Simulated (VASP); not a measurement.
# Ge (I4_1/amd) in VASP: notebook

Runs on Ge. Level: PBE. Tasks: single point.

Everything below comes from runs of VASP 6.6.1. Logs are shortened: lines on timing, memory, paths and dates and some standing lists are left out, and cuts for length are marked.

### 1 The cell of the first run

The structure is tetragonal, space group I4_1/amd (No. 141). The conventional cell has a = 4.100 Å, b = 4.100 Å, c = 5.375 Å, α = 90.00°, β = 90.00°, γ = 90.00°. Ge (site symmetry -4m2) has 4 Ge at 2.45 Å within 3.2 Å.

### 2 Single point, PBE (strain +0.025 along x and y, -0.050 along z)

File INCAR:

```
ALGO     = Normal         # electronic algorithm
EDIFF    = 1E-6           # SCF threshold, eV
ENCUT    = 520            # plane-wave cutoff, eV
GGA      = PE             # functional
ISIF     = 2              # what is computed and relaxed
ISMEAR   = 0              # smearing method
LASPH    = T              # aspherical terms in the spheres
LCHARG   = F              # write CHGCAR
LREAL    = F              # projectors in reciprocal space
LWAVE    = F              # write WAVECAR
NBANDS   = 21             # bands
NELM     = 100            # most SCF steps
PREC     = Accurate       # precision mode
SIGMA    = 0.15           # smearing width, eV
```

File KPOINTS:

```
k-points
0
Gamma
  14 14 14
```

File POSCAR:

```
Ge
1.0
    0.0000000000      2.8994892500      2.6873315000
    2.8994892500      0.0000000000      2.6873315000
    2.8994892500      2.8994892500      0.0000000000
Ge
2
Direct
    0.5000000000      0.5000000000      0.5000000000
    0.7500000000      0.7500000000      0.7500000000
```

Potentials or basis: VASP PAW PBE potentials, release 64 (Ge_d).

Run with:

```
> cat potpaw_PBE.64/Ge_d/POTCAR > POTCAR
> mpirun -np 1 vasp_std > vasp.out
```

OUTCAR:

```text
EDIFF = 1E-6
   ENCUT = 520
   GGA = PE
   ISIF = 2
   ISMEAR = 0
   LASPH = T
   LREAL = F
   NELM = 100
   PREC = Accurate

 ion  position               nearest neighbor table
   1  0.500  0.500  0.500-   2 2.45   2 2.45   2 2.45   2 2.45
   2  0.750  0.750  0.750-   1 2.45   1 2.45   1 2.45   1 2.45

  LATTYP: Found a body centered tetragonal cell.
 ALAT       =     4.1004970213
 C/A-ratio  =     1.3107345212

  Lattice vectors:

 A1 = (   0.0000000000,  -2.8994892500,  -2.6873315000)
 A2 = (   0.0000000000,   2.8994892500,  -2.6873315000)
 A3 = (   2.8994892500,   0.0000000000,   2.6873315000)

Analysis of symmetry for initial positions (statically):
=====================================================================
 Subroutine PRICEL returns:
 Original cell was already a primitive cell.

 Routine SETGRP: Setting up the symmetry group for a
 body centered tetragonal supercell.

 Subroutine GETGRP returns: Found 16 space group operations
 (whereof  8 operations were pure point group operations)
 out of a pool of 16 trial point group operations.

The static configuration has the point symmetry D_2d.
 The point group associated with its full space group is D_4h.

Analysis of symmetry for dynamics (positions and initial velocities):
=====================================================================
 Subroutine PRICEL returns:
 Original cell was already a primitive cell.

 Routine SETGRP: Setting up the symmetry group for a
 body centered tetragonal supercell.

 Subroutine GETGRP returns: Found 16 space group operations
 (whereof  8 operations were pure point group operations)
 out of a pool of 16 trial point group operations.

The dynamic configuration has the point symmetry D_2d.
 The point group associated with its full space group is D_4h.

 Subroutine INISYM returns: Found 16 space group operations
 (whereof  8 operations are pure point group operations),
 and found     1 'primitive' translations

----------------------------------------------------------------------------------------

                                     Primitive cell

  volume of cell :      45.1850

  direct lattice vectors                    reciprocal lattice vectors
     0.000000000  2.899489250  2.687331500    -0.172444164  0.172444164  0.186058177
     2.899489250  0.000000000  2.687331500     0.172444164 -0.172444164  0.186058177
     2.899489250  2.899489250  0.000000000     0.172444164  0.172444164 -0.186058177

  length of vectors
     3.953326258  3.953326258  4.100497021     0.306743581  0.306743581  0.306743581

  position of ions in fractional coordinates (direct lattice)
     0.500000000  0.500000000  0.500000000
     0.750000000  0.750000000  0.750000000

  ion indices of the primitive-cell ions
   primitive index   ion index
                 1           1
                 2           2

----------------------------------------------------------------------------------------

 KPOINTS: k-points

Automatic generation of k-mesh.
 Grid dimensions read from file:
 generate k-points for:   14   14   14

 Generating k-lattice:

  Cartesian coordinates                     Fractional coordinates (reciprocal lattice)
    -0.012317440  0.012317440  0.013289870     0.071428571 -0.000000000  0.000000000
     0.012317440 -0.012317440  0.013289870    -0.000000000  0.071428571  0.000000000
     0.012317440  0.012317440 -0.013289870     0.000000000  0.000000000  0.071428571

  Length of vectors
     0.021910256  0.021910256  0.021910256

  Shift w.r.t. Gamma in fractional coordinates (k-lattice)
     0.000000000  0.000000000  0.000000000

 Subroutine IBZKPT returns following result:
 ===========================================

 Found    244 irreducible k-points:

 Following reciprocal coordinates:
            Coordinates               Weight
  0.000000  0.000000  0.000000      1.000000
  0.071429  0.000000  0.000000      8.000000
  0.142857  0.000000  0.000000      8.000000
  0.214286  0.000000  0.000000      8.000000
  0.285714  0.000000  0.000000      8.000000
  0.357143  0.000000  0.000000      8.000000
[... 16 lines left out ...]
  0.214286  0.142857  0.000000      8.000000
  0.285714  0.142857  0.000000      8.000000
 [... further k-points ...]
   k-points           NKPTS =    244   k-points in BZ     NKDIM =    244   number of bands    NBANDS=     21
   number of dos      NEDOS =    301   number of ions     NIONS =      2
   total plane-waves  NPLWV =  27000
   dimension x,y,z NGX =    30 NGY =   30 NGZ =   30
   dimension x,y,z NGXF=    60 NGYF=   60 NGZF=   60
   ions per type =               2
   NGX,Y,Z   is equivalent  to a cutoff of  12.62, 12.62, 12.16 a.u.
   NGXF,Y,Z  is equivalent  to a cutoff of  25.23, 25.23, 24.33 a.u.
 SYSTEM =  unknown system
   PREC   = accura    normal or accurate (medium, high low for compatibility)
   ISTART =      0    job   : 0-new  1-cont  2-samecut
   ICHARG =      2    charge: 1-file 2-atom 10-const
   ISPIN  =      1    spin polarized calculation?
   LNONCOLLINEAR =      F non collinear calculations
   LSORBIT =      F    spin-orbit coupling
   LASPH  =      T    aspherical Exc in radial PAW
   ENCUT  =  520.0 eV  38.22 Ry    6.18 a.u.   7.35  7.35  7.62*2*pi/ulx,y,z
   NELM   =    100;   NELMIN=  2; NELMDL= -5     # of ELM steps
   EDIFF  = 0.1E-05   stopping-criterion for ELM
   LREAL  =      F    real-space projection
   EDIFFG = 0.1E-04   stopping-criterion for IOM
   NSW    =      0    number of steps for IOM
   IBRION =     -1    ionic relax: 0-MD 1-quasi-New 2-CG
   NFREE  =      0    steps in history (QN), initial steepest desc. (CG)
   ISIF   =      2    stress and relaxation
   ISYM   =      2    0-nonsym 1-usesym 2-fastsym
   POTIM  = 0.5000    time-step for ionic-motion
   TEBEG  =    0.0;   TEEND  =   0.0 temperature during run
   PSTRESS=    0.0 pullay stress
   NELECT =      28.0000    total number of electrons
   NUPDOWN=      -1.0000    fix difference up-down
   EMIN   =  10.00;   EMAX   =-10.00  energy-range for DOS
   EFERMI =   0.00;   METHOD = LEGACY
   ISMEAR =     0;   SIGMA  =   0.15  broadening in eV -4-tet -1-fermi 0-gaus
   EFERMI_NEDOS =   21; number of points for ismear=-14 and -15
   IALGO  =     38    algorithm
   IMIX   =      4    mixing-type and parameters
     AMIX     =   0.40;   BMIX     =  1.00
     AMIX_MAG =   1.60;   BMIX_MAG =  1.00
  volume/ion in A,a.u.               =      22.59       152.46
  Fermi-wavevector in a.u.,A,eV,Ry     =   1.395713  2.637515 26.504346  1.948015
  Thomas-Fermi vector in A             =   2.519138
   LORBIT       =      0    0 simple, 1 ext, 2 COOP (PROOUT), +10 PAW based schemes
   GGA     = PE    functional components
   LHFCALC =     F    Hartree Fock is set to
   AEXX    =    0.0000 exact exchange contribution
   IVDW    =     0    specifies the selected vdW correction
   LEPSILON=     F    determine dielectric tensor
   LRPA    =     F    only Hartree local field effects (RPA)
 non-spin polarized calculation
 Gauss-broadening in eV      SIGMA  =   0.15
  energy-cutoff  :      520.00
  volume of cell :       45.18
 maximum number of plane-waves:      1236
 NGX is ok and might be reduce to    30
   NGX = 15   NGY = 15   NGZ = 15

 number of electron      28.0000033 magnetization

 Free energy of the ion-electron system (eV)
  ---------------------------------------------------
  ext. energy  EPLUGINS =         0.00000000
  ---------------------------------------------------
  free energy    TOTEN  =        -8.97319805 eV

  energy without entropy =       -8.97214658  energy(sigma->0) =       -8.97267232

 E-fermi :   5.0924     XC(G=0):  -9.9429

 val. band max:        5.0752642483   @ k =   0.0714   0.0000   0.0000
 cond. band min:       5.1059316157   @ k =   0.5000   0.0000   0.0000
 fundamental gap:      0.0306673674
 Fermi energy:         5.0924346638

 k-point     1 :       0.0000    0.0000    0.0000
  band No.  band energies     occupation
      1     -19.8181      2.00000
      2     -19.7988      2.00000
      3     -19.7988      2.00000
      4     -19.7727      2.00000
      5     -19.7654      2.00000
      6     -19.5717      2.00000
[... 13 lines left out ...]
     20      13.7665      0.00000
     21      14.9987      0.00000

 k-point     2 :       0.0714    0.0000    0.0000
  band No.  band energies     occupation
      1     -19.8193      2.00000
      2     -19.8024      2.00000
      3     -19.8005      2.00000
      4     -19.7676      2.00000
      5     -19.7610      2.00000
      6     -19.5770      2.00000
[... 13 lines left out ...]
     20      13.4220      0.00000
     21      14.2845      0.00000

 k-point     3 :       0.1429    0.0000    0.0000
  band No.  band energies     occupation
      1     -19.8232      2.00000
      2     -19.8086      2.00000
      3     -19.8017      2.00000
      4     -19.7573      2.00000
      5     -19.7516      2.00000
      6     -19.5863      2.00000
[... 13 lines left out ...]
     20      13.0362      0.00000
     21      13.7403      0.00000

 k-point     4 :       0.2143    0.0000    0.0000
  band No.  band energies     occupation
      1     -19.8288      2.00000
      2     -19.8136      2.00000
      3     -19.8002      2.00000
      4     -19.7466      2.00000
      5     -19.7416      2.00000
      6     -19.5954      2.00000
[... 13 lines left out ...]
     20      13.0339      0.00000
     21      13.8163      0.00000

 k-point     5 :       0.2857    0.0000    0.0000
  band No.  band energies     occupation
      1     -19.8337      2.00000
      2     -19.8167      2.00000
      3     -19.7973      2.00000
      4     -19.7377      2.00000
      5     -19.7334      2.00000
      6     -19.6028      2.00000
[... 13 lines left out ...]
     20      13.5316      0.00000
     21      13.9203      0.00000
[... 382 lines left out ...]
     20      12.8199      0.00000
     21      13.6091      0.00000

 k-point    22 :       0.1429    0.1429    0.0000
  band No.  band energies     occupation
      1     -19.8163      2.00000
      2     -19.8043      2.00000
      3     -19.8043      2.00000
      4     -19.7603      2.00000
      5     -19.7461      2.00000
      6     -19.5899      2.00000
[... 13 lines left out ...]
     20      13.2162      0.00000
     21      14.1519      0.00000

 k-point    23 :       0.2143    0.1429    0.0000
  band No.  band energies     occupation
      1     -19.8197      2.00000
      2     -19.8078      2.00000
      3     -19.8019      2.00000
      4     -19.7520      2.00000
      5     -19.7362      2.00000
      6     -19.6019      2.00000
[... 13 lines left out ...]
     20      14.0030      0.00000
     21      14.2594      0.00000

 k-point    24 :       0.2857    0.1429    0.0000
  band No.  band energies     occupation
      1     -19.8281      2.00000
      2     -19.8118      2.00000
      3     -19.7934      2.00000
      4     -19.7421      2.00000
      5     -19.7265      2.00000
      6     -19.6117      2.00000
[... 13 lines left out ...]
     20      14.4518      0.00000
     21      14.6122      0.00000

 [... further k-points ...]
[... 5 lines left out ...]
  --------------------------------------------------------------------------------------
  -------------------------------------------------------------------------------------
  Total        0.6135959      0.6135959      1.8891823      0.0000000      0.0000000      0.0000000
  in kB       21.7569890     21.7569890     66.9869514      0.0000000      0.0000000      0.0000000
  external PRESSURE =      36.8336431 kB  Pullay stress =       0.0000000 kB

 VOLUME and BASIS-vectors are now :
 -----------------------------------------------------------------------------
  energy-cutoff  :      520.00
  volume of cell :       45.18
      direct lattice vectors                 reciprocal lattice vectors
     0.000000000  2.899489250  2.687331500    -0.172444164  0.172444164  0.186058177
     2.899489250  0.000000000  2.687331500     0.172444164 -0.172444164  0.186058177
     2.899489250  2.899489250  0.000000000     0.172444164  0.172444164 -0.186058177

 POSITION                                       TOTAL-FORCE (eV/Angst)
 -----------------------------------------------------------------------------------
      2.89949      2.89949      2.68733        -0.000000     -0.000000     -0.000000
      4.34923      4.34923      4.03100         0.000000      0.000000      0.000000
 -----------------------------------------------------------------------------------
    total drift:                                0.000000     -0.000000     -0.000000

  FREE ENERGIE OF THE ION-ELECTRON SYSTEM (eV)
  ---------------------------------------------------
  free  energy   TOTEN  =        -8.9731980532 eV

  energy  without entropy=       -8.9721465841  energy(sigma->0) =       -8.97267232
```

It took 2.6 min on 1 thread of Intel Xeon Platinum 8259CL at 2.50GHz (Skylake/Cascade Lake), shared host; peak memory 0.3 GiB.

What came out:

* Free energy: -8.9732 eV
* Pressure: 3.7 GPa
* Band gap on the k mesh: 0.03 eV, indirect (least direct gap 0.36 eV)

Stress tensor (GPa, compression positive):
```
2.18 0.00 0.00
0.00 2.18 0.00
0.00 0.00 6.70
```

Caveat: the cell differs from its parent crystal (strain +0.025 along x and y, -0.050 along z). A k mesh can miss the band edges.

[end of part 1 of 3]
